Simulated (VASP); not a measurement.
**CdSe (Cadmoselite): single point with r2SCAN**

Crystal: CdSe (Cadmoselite).

```
Cd Se
1.0
     4.27114    0.00000    0.00000
    -2.13557    3.69892    0.00000
     0.00000    0.00000    6.97288
Cd Se
2 2
Direct
  0.66667 0.33333 0.50000
  0.33333 0.66667 0.00000
  0.66667 0.33333 0.88500
  0.33333 0.66667 0.38500
```

- Program: VASP 6.6.1
- Task: single point
- Functional: r2SCAN
- Potentials or basis: VASP PAW PBE potentials, release 64 (Cd, Se)
- Cutoff: 520 eV
- k mesh: 7 × 7 × 4
- Occupations: fermi-dirac, width 0.05 eV
- Spin: no spin polarisation
- Dipole correction: no
- Further INCAR settings: ALGO = Normal; EDIFF = 1e-07; NBANDS = 26

```
Pressure               : 3.1 GPa
Largest force          : 0.309 eV/Å
Band gap on the k mesh : 1.23 eV, direct
```

Forces on the atoms (eV/Å):
```
Cd   0.000  0.000  0.309
Cd   0.000  0.000  0.309
Se   0.000  0.000 -0.309
Se   0.000  0.000 -0.309
```

Stress tensor (GPa, compression positive):
```
3.90 0.00 0.00
0.00 3.90 0.00
0.00 0.00 1.52
```

Levels at points of the mesh, in eV from the valence-band top:
| k point | band 15 | band 16 | band 17 | band 18 | band 19 | band 20 | band 21 | band 22 |
| --- | --- | --- | --- | --- | --- | --- | --- | --- |
| (0.00, 0.00, 0.00) | -0.75 | -0.02 | 0.00 | 0.00 | 1.23 | 2.61 | 6.39 | 6.39 |
| (0.00, 0.00, 0.50) | -0.39 | -0.39 | -0.39 | -0.39 | 2.85 | 2.85 | 6.32 | 6.32 |

Wall time 2.1 min on 1 thread of Intel(R) Xeon(R) Platinum 8559C (Emerald Rapids), with other jobs on the host, peak memory 0.26 GiB.

Caveat: the PAW data sets were made with another functional, which shifts forces and pressure a little. r2SCAN opens gaps a little over a GGA but as a rule still falls short of measured ones.
